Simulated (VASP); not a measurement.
# SnO (Pmn2_1) in VASP: further runs

Runs on SnO. Level: PBEsol. Tasks: single point.

All numbers are computed with VASP 6.6.1; they aren't measurements. Logs are shortened: lines on timing, memory, paths and dates and some standing lists are left out, and cuts for length are marked.

### Step 1. The cell of the first run

Symmetry: Pmn2_1, No. 31, orthorhombic system. Conventional cell: a = 2.818 Å, b = 4.849 Å, c = 3.894 Å, α = 90.00°, β = 90.00°, γ = 90.00°. Within 2.5 Å of Sn (site symmetry m) lie 3 O at 1.86 to 1.93 Å. O (site symmetry m) has 3 Sn at 1.86 to 1.93 Å within 2.5 Å.

### Step 2. Single point, PBEsol (strain -0.1500 x Voigt [1, 1, 0, 0, 0, 0])

Input file INCAR:

```
ALGO = Normal ; EDIFF = 1E-6
ENCUT = 520 ; GGA = PS
ISIF = 2 ; ISMEAR = 0
LASPH = True ; LCHARG = False
LREAL = False ; LWAVE = False
NBANDS = 28 ; NELM = 100
PREC = Accurate ; SIGMA = 0.05
```

Input file KPOINTS:

```
k-points
0
Gamma
  8 6 8
```

Input file POSCAR:

```
SnO
1.0
    2.8182652543      0.0000000000      0.0000000000
    0.0000000000      4.8492374107      0.0000000000
    0.0000000000      0.0000000000      3.8941648049
Sn O
2 2
Direct
    0.0000000000      0.2337892808      0.5261742991
    0.5000000000      0.7662107192      0.0261742991
    0.0000000000      0.8853564082      0.7238267009
    0.5000000000      0.1146435918      0.2238267009
```

Potentials or basis: VASP PAW PBE potentials, release 64 (Sn_d, O).

The run is started by

```
$ cat potpaw_PBE.64/Sn_d/POTCAR potpaw_PBE.64/O/POTCAR > POTCAR
$ mpirun -np 1 vasp_std > vasp.out
```

OUTCAR:

```text
EDIFF = 1E-6
   ENCUT = 520
   GGA = PS
   ISIF = 2
   ISMEAR = 0
   LASPH = True
   LREAL = False
   NELM = 100
   PREC = Accurate

 ion  position               nearest neighbor table
   1  0.000  0.234  0.526-   3 1.86   4 1.93   4 1.93   2 3.30   2 3.30   2 3.30   2 3.30   2 3.53
                             2 3.53   2 3.53   2 3.53
   2  0.500  0.766  0.026-   4 1.86   3 1.93   3 1.93   1 3.30   1 3.30   1 3.30   1 3.30   1 3.53
                             1 3.53   1 3.53   1 3.53
   3  0.000  0.885  0.724-   1 1.86   2 1.93   2 1.93
   4  0.500  0.115  0.224-   2 1.86   1 1.93   1 1.93

  LATTYP: Found a simple orthorhombic cell.
 ALAT       =     2.8182652543
 B/A-ratio  =     1.3817595058
 C/A-ratio  =     1.7206462037

  Lattice vectors:

 A1 = (  -2.8182652543,   0.0000000000,   0.0000000000)
 A2 = (   0.0000000000,   0.0000000000,   3.8941648049)
 A3 = (   0.0000000000,   4.8492374107,   0.0000000000)

Analysis of symmetry for initial positions (statically):
=====================================================================
 Subroutine PRICEL returns:
 Original cell was already a primitive cell.

 Routine SETGRP: Setting up the symmetry group for a
 simple orthorhombic supercell.

 Subroutine GETGRP returns: Found  4 space group operations
 (whereof  2 operations were pure point group operations)
 out of a pool of  8 trial point group operations.

The static configuration has the point symmetry C_1h.
 The point group associated with its full space group is C_2v.

Analysis of symmetry for dynamics (positions and initial velocities):
=====================================================================
 Subroutine PRICEL returns:
 Original cell was already a primitive cell.

 Routine SETGRP: Setting up the symmetry group for a
 simple orthorhombic supercell.

 Subroutine GETGRP returns: Found  4 space group operations
 (whereof  2 operations were pure point group operations)
 out of a pool of  8 trial point group operations.

The dynamic configuration has the point symmetry C_1h.
 The point group associated with its full space group is C_2v.

 Subroutine INISYM returns: Found  4 space group operations
 (whereof  2 operations are pure point group operations),
 and found     1 'primitive' translations

----------------------------------------------------------------------------------------

                                     Primitive cell

  volume of cell :      53.2194

  direct lattice vectors                    reciprocal lattice vectors
     2.818265254  0.000000000  0.000000000     0.354828205  0.000000000  0.000000000
     0.000000000  4.849237411  0.000000000     0.000000000  0.206217992  0.000000000
     0.000000000  0.000000000  3.894164805     0.000000000  0.000000000  0.256794473

  length of vectors
     2.818265254  4.849237411  3.894164805     0.354828205  0.206217992  0.256794473

  position of ions in fractional coordinates (direct lattice)
     0.000000000  0.233789281  0.526174299
     0.500000000  0.766210719  0.026174299
     0.000000000  0.885356408  0.723826701
     0.500000000  0.114643592  0.223826701

  ion indices of the primitive-cell ions
   primitive index   ion index
                 1           1
                 2           2
                 3           3
                 4           4

----------------------------------------------------------------------------------------

 KPOINTS: k-points

Automatic generation of k-mesh.
 Grid dimensions read from file:
 generate k-points for:    8    6    8

 Generating k-lattice:

  Cartesian coordinates                     Fractional coordinates (reciprocal lattice)
     0.044353526  0.000000000  0.000000000     0.125000000  0.000000000  0.000000000
     0.000000000  0.034369665  0.000000000     0.000000000  0.166666667  0.000000000
     0.000000000  0.000000000  0.032099309     0.000000000  0.000000000  0.125000000

  Length of vectors
     0.044353526  0.034369665  0.032099309

  Shift w.r.t. Gamma in fractional coordinates (k-lattice)
     0.000000000  0.000000000  0.000000000

 Subroutine IBZKPT returns following result:
 ===========================================

 Found    100 irreducible k-points:

 Following reciprocal coordinates:
            Coordinates               Weight
  0.000000  0.000000  0.000000      1.000000
  0.125000  0.000000  0.000000      2.000000
  0.250000  0.000000  0.000000      2.000000
  0.375000  0.000000  0.000000      2.000000
  0.500000  0.000000  0.000000      1.000000
  0.000000  0.166667  0.000000      2.000000
[... 16 lines left out ...]
  0.250000  0.000000  0.125000      4.000000
  0.375000  0.000000  0.125000      4.000000
 [... further k-points ...]
   k-points           NKPTS =    100   k-points in BZ     NKDIM =    100   number of bands    NBANDS=     28
   number of dos      NEDOS =    301   number of ions     NIONS =      4
   total plane-waves  NPLWV =  25920
   dimension x,y,z NGX =    24 NGY =   36 NGZ =   30
   dimension x,y,z NGXF=    48 NGYF=   72 NGZF=   60
   ions per type =               2   2
   NGX,Y,Z   is equivalent  to a cutoff of  14.16, 12.34, 12.81 a.u.
   NGXF,Y,Z  is equivalent  to a cutoff of  28.31, 24.68, 25.61 a.u.
 SYSTEM =  unknown system
   PREC   = accura    normal or accurate (medium, high low for compatibility)
   ISTART =      0    job   : 0-new  1-cont  2-samecut
   ICHARG =      2    charge: 1-file 2-atom 10-const
   ISPIN  =      1    spin polarized calculation?
   LNONCOLLINEAR =      F non collinear calculations
   LSORBIT =      F    spin-orbit coupling
   LASPH  =      T    aspherical Exc in radial PAW
   ENCUT  =  520.0 eV  38.22 Ry    6.18 a.u.   5.24  9.02  7.24*2*pi/ulx,y,z
   NELM   =    100;   NELMIN=  2; NELMDL= -5     # of ELM steps
   EDIFF  = 0.1E-05   stopping-criterion for ELM
   LREAL  =      F    real-space projection
[... 7 lines left out ...]
   TEBEG  =    0.0;   TEEND  =   0.0 temperature during run
   PSTRESS=    0.0 pullay stress
   NELECT =      40.0000    total number of electrons
   NUPDOWN=      -1.0000    fix difference up-down
   EMIN   =  10.00;   EMAX   =-10.00  energy-range for DOS
   EFERMI =   0.00;   METHOD = LEGACY
   ISMEAR =     0;   SIGMA  =   0.05  broadening in eV -4-tet -1-fermi 0-gaus
   EFERMI_NEDOS =   21; number of points for ismear=-14 and -15
   IALGO  =     38    algorithm
   IMIX   =      4    mixing-type and parameters
     AMIX     =   0.40;   BMIX     =  1.00
     AMIX_MAG =   1.60;   BMIX_MAG =  1.00
  volume/ion in A,a.u.               =      13.30        89.79
  Fermi-wavevector in a.u.,A,eV,Ry     =   1.488464  2.812789 30.144041  2.215525
  Thomas-Fermi vector in A             =   2.601495
   LORBIT       =      0    0 simple, 1 ext, 2 COOP (PROOUT), +10 PAW based schemes
   GGA     = PS    functional components
   LHFCALC =     F    Hartree Fock is set to
   AEXX    =    0.0000 exact exchange contribution
   IVDW    =     0    specifies the selected vdW correction
   LEPSILON=     F    determine dielectric tensor
   LRPA    =     F    only Hartree local field effects (RPA)
 non-spin polarized calculation
 Gauss-broadening in eV      SIGMA  =   0.05
  energy-cutoff  :      520.00
  volume of cell :       53.22
 maximum number of plane-waves:      1468
 NGX is ok and might be reduce to    24
   NGX = 11   NGY = 19   NGZ = 15

 number of electron      40.0000011 magnetization

 Free energy of the ion-electron system (eV)
  ---------------------------------------------------
  ext. energy  EPLUGINS =         0.00000000
  ---------------------------------------------------
  free energy    TOTEN  =       -20.29134395 eV

  energy without entropy =      -20.29121217  energy(sigma->0) =      -20.29127806

 E-fermi :  10.7307     XC(G=0): -11.9042

 val. band max:       10.6856060470   @ k =   0.3750   0.5000   0.0000
 cond. band min:      10.7756276420   @ k =   0.3750   0.5000   0.0000
 fundamental gap:      0.0900215950
 Fermi energy:        10.7307000583

 k-point     1 :       0.0000    0.0000    0.0000
  band No.  band energies     occupation
      1     -13.3263      2.00000
      2     -12.6929      2.00000
      3     -11.6991      2.00000
      4     -11.4146      2.00000
      5     -11.1355      2.00000
      6     -11.0950      2.00000
[... 20 lines left out ...]
     27      21.9226      0.00000
     28      22.1571      0.00000

 k-point     2 :       0.1250    0.0000    0.0000
  band No.  band energies     occupation
      1     -13.3040      2.00000
      2     -12.7660      2.00000
      3     -11.6037      2.00000
      4     -11.3386      2.00000
      5     -11.1303      2.00000
      6     -11.0748      2.00000
[... 20 lines left out ...]
     27      20.5576      0.00000
     28      21.4219      0.00000

 k-point     3 :       0.2500    0.0000    0.0000
  band No.  band energies     occupation
      1     -13.2716      2.00000
      2     -12.9439      2.00000
      3     -11.3940      2.00000
      4     -11.2640      2.00000
      5     -11.1362      2.00000
      6     -11.0543      2.00000
[... 20 lines left out ...]
     27      20.0873      0.00000
     28      21.4380      0.00000

 k-point     4 :       0.3750    0.0000    0.0000
  band No.  band energies     occupation
      1     -13.2610      2.00000
      2     -13.1225      2.00000
      3     -11.2950      2.00000
      4     -11.2891      2.00000
      5     -11.1817      2.00000
      6     -11.1471      2.00000
[... 578 lines left out ...]
     27      20.5080      0.00000
     28      22.2091      0.00000

 k-point    23 :       0.2500    0.0000    0.1250
  band No.  band energies     occupation
      1     -13.2679      2.00000
      2     -12.9716      2.00000
      3     -11.3755      2.00000
      4     -11.2643      2.00000
      5     -11.1376      2.00000
      6     -11.0663      2.00000
[... 20 lines left out ...]
     27      20.4489      0.00000
     28      21.6578      0.00000

 k-point    24 :       0.3750    0.0000    0.1250
  band No.  band energies     occupation
      1     -13.2669      2.00000
      2     -13.1418      2.00000
      3     -11.2997      2.00000
      4     -11.2946      2.00000
      5     -11.1761      2.00000
      6     -11.1376      2.00000
[... 20 lines left out ...]
     27      20.1092      0.00000
     28      21.4878      0.00000

 [... further k-points ...]

------------------------ aborting loop because EDIFF is reached ----------------------------------------

  FORCE on cell =-STRESS in cart. coord.  units (eV):
  Direction    XX          YY          ZZ          XY          YZ          ZX
  --------------------------------------------------------------------------------------
  -------------------------------------------------------------------------------------
  Total       24.0716091     24.3280394     18.3993281      0.0000000      0.0000000      0.0000000
  in kB      724.6796454    732.3995217    553.9147182      0.0000000      0.0000000      0.0000000
  external PRESSURE =     670.3312951 kB  Pullay stress =       0.0000000 kB

 VOLUME and BASIS-vectors are now :
 -----------------------------------------------------------------------------
  energy-cutoff  :      520.00
  volume of cell :       53.22
      direct lattice vectors                 reciprocal lattice vectors
     2.818265254  0.000000000  0.000000000     0.354828205  0.000000000  0.000000000
     0.000000000  4.849237411  0.000000000     0.000000000  0.206217992  0.000000000
     0.000000000  0.000000000  3.894164805     0.000000000  0.000000000  0.256794473

 POSITION                                       TOTAL-FORCE (eV/Angst)
 -----------------------------------------------------------------------------------
      0.00000      1.13370      2.04901         0.000000      8.187645      1.929654
      1.40913      3.71554      0.10193         0.000000     -8.187645      1.929654
      0.00000      4.29330      2.81870         0.000000     -2.094621     -1.929654
      1.40913      0.55593      0.87162         0.000000      2.094621     -1.929654
 -----------------------------------------------------------------------------------
    total drift:                                0.000000      0.000000     -0.000162

  FREE ENERGIE OF THE ION-ELECTRON SYSTEM (eV)
  ---------------------------------------------------
  free  energy   TOTEN  =       -20.2913439472 eV

  energy  without entropy=      -20.2912121691  energy(sigma->0) =      -20.29127806
```

It took 2.5 min on 1 thread of Intel Xeon Platinum 8259CL at 2.50GHz (Skylake/Cascade Lake), shared host; peak memory 0.25 GiB.

What came out:

```yaml
Free_energy: -20.2913 eV
Pressure: 67.0 GPa
Largest_force: 8.412 eV/Å
Band_gap_on_the_k_mesh: 0.09 eV
```

Forces on the atoms (eV/Å):
```
Sn   0.000  8.188  1.930
Sn   0.000 -8.188  1.930
O    0.000 -2.095 -1.930
O    0.000  2.095 -1.930
```

Levels at points of the mesh, in eV from the valence-band top:
```
           k point  band 17  band 18  band 19  band 20  band 21  band 22  band 23  band 24
(0.00, 0.00, 0.00)    -6.03    -4.66    -4.56    -0.97     2.62     3.90     6.02     7.57
(0.50, 0.00, 0.00)    -5.45    -5.45    -1.62    -1.62     1.73     1.73     6.38     6.38
(0.00, 0.50, 0.00)    -5.21    -4.59    -3.02    -2.96     2.58     3.88     4.63     7.16
(0.50, 0.50, 0.00)    -5.56    -5.56    -1.55    -1.55     2.01     2.01     6.76     6.76
(0.00, 0.00, 0.50)    -5.23    -5.23    -3.58    -3.58     3.77     3.77     5.77     5.77
(0.50, 0.00, 0.50)    -5.58    -5.58    -1.43    -1.43     1.30     1.30     4.60     4.60
(0.00, 0.50, 0.50)    -5.22    -5.22    -2.80    -2.80     2.09     2.09     7.56     7.56
(0.50, 0.50, 0.50)    -6.06    -6.06    -0.33    -0.33     1.36     1.36     5.06     5.06
```

Caveat: the cell differs from its parent crystal (strain -0.1500 x Voigt [1, 1, 0, 0, 0, 0]); the stress differs along the axes, from 55 to 73 GPa; semilocal functionals underestimate gaps, and a narrow one can read as zero; the PAW data sets were made with another functional, which shifts forces and pressure a little; spin-orbit coupling is left out, which moves the levels of the heavy elements.

### Step 3. Single point, PBEsol (strain -0.1125 x Voigt [1, 1, 0, 0, 0, 0])

Input file INCAR:

```
  PREC = Accurate
  ENCUT = 520
  EDIFF = 1E-6
  ISMEAR = 0
  SIGMA = 0.05
  LREAL = False
  LASPH = True
  NELM = 80
  ALGO = Normal
  ISIF = 2
  LWAVE = False
  LCHARG = False
  GGA = PS
  NBANDS = 28
```

Input file KPOINTS:

```
regular mesh
0
Gamma
  8 6 8
```

POSCAR: that of step 2 with these lines changed.

```diff
@@ -2,4 +2,4 @@
 1.0
-    2.8182652543      0.0000000000      0.0000000000
-    0.0000000000      4.8492374107      0.0000000000
+    2.9426004861      0.0000000000      0.0000000000
+    0.0000000000      5.0631743553      0.0000000000
     0.0000000000      0.0000000000      3.8941648049
```

Potentials or basis: VASP PAW PBE potentials, release 64 (Sn_d, O).

The run is started by

```
$ cat potpaw_PBE.64/Sn_d/POTCAR potpaw_PBE.64/O/POTCAR > POTCAR
$ mpirun -np 1 vasp_std > vasp.out
```

Run time: 2.8 min. Hardware: 1 thread of Intel Xeon Platinum 8259CL at 2.50GHz (Skylake/Cascade Lake), shared host; peak memory 0.26 GiB.

It converged, with:

- Free energy: -22.0311 eV
- Pressure: 40.6 GPa
- Largest force: 5.559 eV/Å
- Band gap on the k mesh: 0.66 eV

Forces on the atoms (eV/Å):
```
Sn   0.000  5.411  1.276
Sn   0.000 -5.411  1.276
O    0.000 -1.215 -1.276
O    0.000  1.215 -1.276
```

Stress tensor (GPa, compression positive):
```
44.38  0.00  0.00
 0.00 44.89  0.00
 0.00  0.00 32.58
```

Levels at points of the mesh, in eV from the valence-band top:
| k point | band 18 | band 19 | band 20 | band 21 | band 22 | band 23 |
| --- | --- | --- | --- | --- | --- | --- |
| (0.00, 0.00, 0.00) | -3.86 | -3.76 | -0.37 | 3.04 | 3.94 | 6.27 |
| (0.50, 0.00, 0.00) | -4.49 | -1.32 | -1.32 | 2.17 | 2.17 | 6.57 |
| (0.00, 0.50, 0.00) | -3.89 | -2.56 | -2.40 | 2.98 | 4.33 | 5.18 |
| (0.50, 0.50, 0.00) | -4.57 | -1.15 | -1.15 | 2.18 | 2.18 | 7.02 |
| (0.00, 0.00, 0.50) | -4.51 | -2.71 | -2.71 | 3.60 | 3.60 | 5.98 |
| (0.50, 0.00, 0.50) | -4.76 | -1.16 | -1.16 | 1.80 | 1.80 | 4.87 |
| (0.00, 0.50, 0.50) | -4.51 | -2.20 | -2.20 | 2.28 | 2.28 | 7.34 |
| (0.50, 0.50, 0.50) | -5.19 | -0.12 | -0.12 | 1.87 | 1.87 | 5.04 |

Caveat: the cell differs from its parent crystal (strain -0.1125 x Voigt [1, 1, 0, 0, 0, 0]); the stress differs along the axes, from 33 to 45 GPa; semilocal functionals underestimate gaps, and a narrow one can read as zero; the PAW data sets were made with another functional, which shifts forces and pressure a little; spin-orbit coupling is left out, which moves the levels of the heavy elements.

### Step 4. Single point, PBEsol (strain -0.0750 x Voigt [1, 1, 0, 0, 0, 0])

Input file INCAR:

```
SYSTEM = SnO
  PREC = Accurate
  ENCUT = 520
  EDIFF = 1E-6
  ISMEAR = 0
  SIGMA = 0.05
  LREAL = .False.
  LASPH = .True.
  NELM = 100
  ALGO = Normal
  ISIF = 2
  LWAVE = .False.
  LCHARG = .False.
  GGA = PS
  NBANDS = 28
```

Input file KPOINTS:

```
Automatic mesh
0
Gamma
  8 6 8
  0 0 0
```

POSCAR: that of step 3 with these lines changed.

```diff
@@ -2,4 +2,4 @@
 1.0
-    2.9426004861      0.0000000000      0.0000000000
-    0.0000000000      5.0631743553      0.0000000000
+    3.0669357179      0.0000000000      0.0000000000
+    0.0000000000      5.2771112999      0.0000000000
     0.0000000000      0.0000000000      3.8941648049
```

The run is started by

```
$ cat potpaw_PBE.64/Sn_d/POTCAR potpaw_PBE.64/O/POTCAR > POTCAR
$ mpirun -np 1 vasp_std > vasp.out
```

Run time: 3 min. Hardware: 1 thread of Intel Xeon Platinum 8259CL at 2.50GHz (Skylake/Cascade Lake), shared host; peak memory 0.27 GiB.

It converged, with:

* Free energy: -23.0987 eV
* Pressure: 22.1 GPa
* Largest force: 3.289 eV/Å
* Band gap on the k mesh: 0.91 eV (least direct gap 1.15 eV)

Forces on the atoms (eV/Å):
```
Sn   0.000  3.200  0.758
Sn   0.000 -3.200  0.758
O    0.000 -0.616 -0.758
O    0.000  0.616 -0.758
```

Stress tensor (GPa, compression positive):
```
24.45  0.00  0.00
 0.00 24.68  0.00
 0.00  0.00 17.21
```

Levels at points of the mesh, in eV from the valence-band top:
| k point | band 18 | band 19 | band 20 | band 21 | band 22 | band 23 |
| --- | --- | --- | --- | --- | --- | --- |
| (0.00, 0.00, 0.00) | -3.44 | -3.19 | -0.14 | 3.12 | 3.71 | 6.31 |
| (0.50, 0.00, 0.00) | -3.85 | -1.30 | -1.30 | 2.32 | 2.32 | 6.40 |
| (0.00, 0.50, 0.00) | -3.47 | -2.38 | -2.08 | 3.12 | 4.41 | 5.40 |
| (0.50, 0.50, 0.00) | -3.90 | -1.08 | -1.08 | 2.10 | 2.10 | 6.89 |
| (0.00, 0.00, 0.50) | -4.08 | -2.22 | -2.22 | 3.21 | 3.21 | 5.87 |
| (0.50, 0.00, 0.50) | -4.29 | -1.16 | -1.16 | 1.98 | 1.98 | 4.82 |
| (0.00, 0.50, 0.50) | -4.02 | -1.93 | -1.93 | 2.19 | 2.19 | 6.87 |
| (0.50, 0.50, 0.50) | -4.66 | -0.22 | -0.22 | 2.09 | 2.09 | 4.75 |

Caveat: the cell differs from its parent crystal (strain -0.0750 x Voigt [1, 1, 0, 0, 0, 0]); the stress differs along the axes, from 17 to 25 GPa; the PAW data sets were made with another functional, which shifts forces and pressure a little; spin-orbit coupling is left out, which moves the levels of the heavy elements. A k mesh can miss the band edges.

### Step 5. Summary

| cell | gap on the mesh (eV) | pressure (GPa) | largest force (eV/Å) |
| --- | --- | --- | --- |
| a = 2.818, b = 4.849, c = 3.894 Å, 4 atoms | 0.09 | 67.0 | 8.41 |
| a = 2.943, b = 5.063, c = 3.894 Å, 4 atoms | 0.66 | 40.6 | 5.56 |
| a = 3.067, b = 5.277, c = 3.894 Å, 4 atoms | 0.91 | 22.1 | 3.29 |

Alike in all rows: task single point; level PBEsol; potentials or basis VASP PAW PBE potentials, release 64 (Sn_d, O); no spin polarisation; k mesh 8 × 6 × 8; cutoff (eV) 520; smearing gaussian 0.05 eV.

Caveats: the PAW data sets were made with another functional, which shifts forces and pressure a little; spin-orbit coupling is left out, which moves the levels of the heavy elements; semilocal functionals underestimate gaps, and a narrow one can read as zero (at least some runs); the stress differs along the axes, from 55 to 73 GPa (at least some runs); the stress differs along the axes, from 33 to 45 GPa (at least some runs); the stress differs along the axes, from 17 to 25 GPa (at least some runs).

Absolute energies hang on the potentials; compare differences alone.
